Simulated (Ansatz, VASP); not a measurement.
# Cd2HgSe3 in VASP and in Ansatz

INCAR

```
SYSTEM = Cd2HgSe3
ALGO = Normal
EDIFF = 1E-7
ENCUT = 520
GGA = PE
ISIF = 2
ISMEAR = 0
LASPH = .TRUE.
LCHARG = .FALSE.
LREAL = .FALSE.
LWAVE = .FALSE.
NBANDS = 36
NELM = 60
PREC = Accurate
SIGMA = 0.1
```

File KPOINTS:

```
k-points
0
G
  6 6 2
  0 0 0
```

The input POSCAR:

```
Cd2HgSe3
1.0
    3.8065731000     -2.1440049000      0.0000000000
    3.8065731000      2.1440049000      0.0000000000
   -1.0078031000      0.0000000000      9.9982993000
Cd Hg Se
2 1 3
Direct
    0.4089590000      0.0030780000      0.3358810000
    0.9969220000      0.5910410000      0.6641190000
    0.6863940000      0.3136060000      0.0000000000
    0.4541120000      0.0319650000      0.8213450000
    0.4855780000      0.5144220000      0.5000000000
    0.9680350000      0.5458880000      0.1786550000
```

Input for Ansatz:

```yaml
crystal:
  lattice:
    - [3.8065731, -2.1440049, 0.0]
    - [3.8065731, 2.1440049, 0.0]
    - [-1.0078031, 0.0, 9.9982993]
  atoms:
    - { symbol: Cd, position: [0.408959, 0.003078, 0.335881] }
    - { symbol: Cd, position: [0.996922, 0.591041, 0.664119] }
    - { symbol: Hg, position: [0.686394, 0.313606, 0.0] }
    - { symbol: Se, position: [0.454112, 0.031965, 0.821345] }
    - { symbol: Se, position: [0.485578, 0.514422, 0.5] }
    - { symbol: Se, position: [0.968035, 0.545888, 0.178655] }
basis:
  ecutwfc: 420
kpoints:
  mp_grid: { grid: [6, 6, 2] }
hamiltonian:
  xc: pbe
scf:
  occupations: { method: gaussian, width: 0.1 }
  lower_state_search: "off"
output:
  forces: true
  stress: true
  eigenvalues: true
```

Alike in both runs: task single point; functional PBE; k mesh 6 × 6 × 2; occupations gaussian, width 0.1 eV; no spin polarisation.

|  | VASP | Ansatz |
| --- | --- | --- |
| version | VASP 6.6.1 | Ansatz 0.2.0 |
| potentials or method | VASP PAW PBE potentials, release 64 (Cd, Hg, Se), cutoff 520 eV | scalar-relativistic, plane waves, PAW |
| valence electrons in the cell | 54 | 108 |

Ansatz gave:

* gap on the k mesh at the Fermi level (eV): 0.66
* least direct gap on the mesh (eV): 0.77
* pressure (GPa): 0.0
* traceless stress, the component that is largest in VASP (GPa): 0.02
* rms of the force components (eV/Å): 0.003

Q: Estimate VASP's values.

A: gap on the k mesh at the Fermi level (eV): 0.66; least direct gap on the mesh (eV): 0.77; pressure (GPa): 0.3; traceless stress, the component that is largest in VASP (GPa): 0.08; rms of the force components (eV/Å): 0.018.

Atom by atom the forces differ by 0.019 eV/Å (rms over components). With one functional, cell and mesh, what is left measures potentials, basis and numerics. VASP's potentials hold 54 valence electrons a cell and Ansatz's 108, so a difference there can come from the potentials and not from the codes.

Spin-orbit coupling is off throughout.
